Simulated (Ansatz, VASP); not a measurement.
## AsIr2: VASP beside Ansatz

```
As Ir
1.0
     2.88339    0.00000    0.00000
    -1.44169    2.49709    0.00000
     0.00000    0.00000   12.60718
As Ir
2 4
Direct
  0.33333 0.66667 0.25000
  0.66667 0.33333 0.75000
  0.33333 0.66667 0.59032
  0.66667 0.33333 0.09032
  0.33333 0.66667 0.90968
  0.66667 0.33333 0.40968
```

Alike in both runs: functional PBE; k mesh 12 × 12 × 4; occupations gaussian, width 0.1 eV; no spin polarisation.

Ansatz relaxed the structure, and its values are those at the end. VASP's run is a single point on that final structure, the one shown.

|  | VASP | Ansatz |
| --- | --- | --- |
| version | VASP 6.6.1 | Ansatz 0.2.0 |
| potentials or method | VASP PAW PBE potentials, release 64 (As, Ir), cutoff 520 eV | scalar-relativistic, plane waves, PAW |
| valence electrons in the cell | 46 | 98 |

|  | VASP | Ansatz | Ansatz less VASP |
| --- | --- | --- | --- |
| gap on the k mesh at the Fermi level (eV) | none | none | - |
| pressure (GPa) | 0.7 | 0.0 | -0.66 |
| rms of the force components (eV/Å) | 0.007 | 0.000 | -0.0069 |

A gap of «none» marks a metal or a gap that the smearing closes. The functional is the same, so the differences come from potentials, cutoffs and numerics. VASP's potentials hold 46 valence electrons a cell and Ansatz's 98, so a difference there can come from the potentials and not from the codes.

Neither program's run includes spin-orbit coupling.
